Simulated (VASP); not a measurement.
Here is a VASP 6.6.1 calculation.

File INCAR:

```
SYSTEM = Ag
ALGO = Fast
EDIFF = 1E-6
ENCUT = 520
ISIF = 2
ISMEAR = 1
LASPH = .True.
LCHARG = .True.
LELF = .True.
LREAL = .False.
LVHAR = .True.
LWAVE = .False.
NBANDS = 18
NELM = 60
PREC = Accurate
SIGMA = 0.1
```

Contents of KPOINTS:

```
k-points
0
Gamma
  24 24 12
  0 0 0
```

Contents of POSCAR:

```
Ag
1.0
    3.0125763338      0.0000000000      0.0000000000
   -1.5062881669      2.6089676359      0.0000000000
    0.0000000000      0.0000000000      4.5310000292
Ag
2
Direct
    0.3333333333      0.6666666667      0.2500000000
    0.6666666667      0.3333333333      0.7500000000
```

Potentials or basis: VASP PAW LDA potentials, release 64 (Ag).

Launch:

```sh
$ cat potpaw_LDA.64/Ag/POTCAR > POTCAR
$ mpirun -np 1 vasp_std > vasp.out
```

Q: Predict the band gap on the k mesh.

A: Zero (band 11 reaches 11.15 eV, above the bottom of band 12 at 4.27 eV).

Q: What does it give for the pressure?

A: -9.8 GPa.

Stress tensor (GPa, compression positive):
```
-11.57   0.00   0.00
  0.00 -11.57   0.00
  0.00   0.00  -6.18
```
